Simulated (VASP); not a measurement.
# Co: single point with PBEsol

The system is Co.

```xyz
3
Lattice="3.9537 0.0000 0.0000 -1.9768 3.4240 0.0000 0.0000 0.0000 2.4357" Properties=species:S:1:pos:R:3 pbc="T T T"
Co   -1.9768    3.4240    0.0000
Co    0.0000    2.2827    1.2179
Co    1.9768    1.1413    1.2179
```

This cell differs from its parent crystal: volume scaled by 1.04.

```
Program                : VASP 6.6.1
Task                   : single point
Functional             : PBEsol
Potentials or basis    : VASP PAW PBE potentials, release 64 (Co)
Cutoff                 : 520 eV
k mesh                 : 11 × 11 × 15
Occupations            : fermi-dirac, width 0.05 eV
Spin                   : collinear spin, ferromagnetic start
Starting moments       : [1.657, 1.698, 1.698] μB
Dipole correction      : no
Further INCAR settings : ALGO = Normal; EDIFF = 1e-06; NBANDS = 24
```

- Pressure: -9.3 GPa
- Net moment: 4.93 μB per cell
- Site moments: Co +1.62, +1.67 μB
- Valence electrons inside the program's atomic spheres: Co 8.20, 8.30

Stress tensor (GPa, compression positive):
```
-9.45  0.00  0.00
 0.00 -9.45  0.00
 0.00  0.00 -8.97
```

Levels at points of the mesh, in eV from the Fermi level:
Spin up:
| k point | band 12 | band 13 | band 14 | band 15 | band 16 | band 17 | band 18 | band 19 | band 20 | band 21 |
| --- | --- | --- | --- | --- | --- | --- | --- | --- | --- | --- |
| (0.00, 0.00, 0.00) | -2.08 | -1.89 | -1.89 | -0.72 | -0.72 | 6.32 | 6.32 | 6.33 | 6.33 | 8.88 |
Spin down:
```
           k point  band 7  band 8  band 9  band 10  band 11  band 12  band 13  band 14  band 15  band 16
(0.00, 0.00, 0.00)   -1.88   -1.25   -0.71    -0.71    -0.14    -0.14    -0.11    -0.11     1.29     1.29
```

Run time: 2.4 min on 1 thread of Intel(R) Xeon(R) 6975P-C (Granite Rapids), on a shared host, peak memory 0.25 GiB.

Caveat: the PAW data sets were made with another functional, which shifts forces and pressure a little.
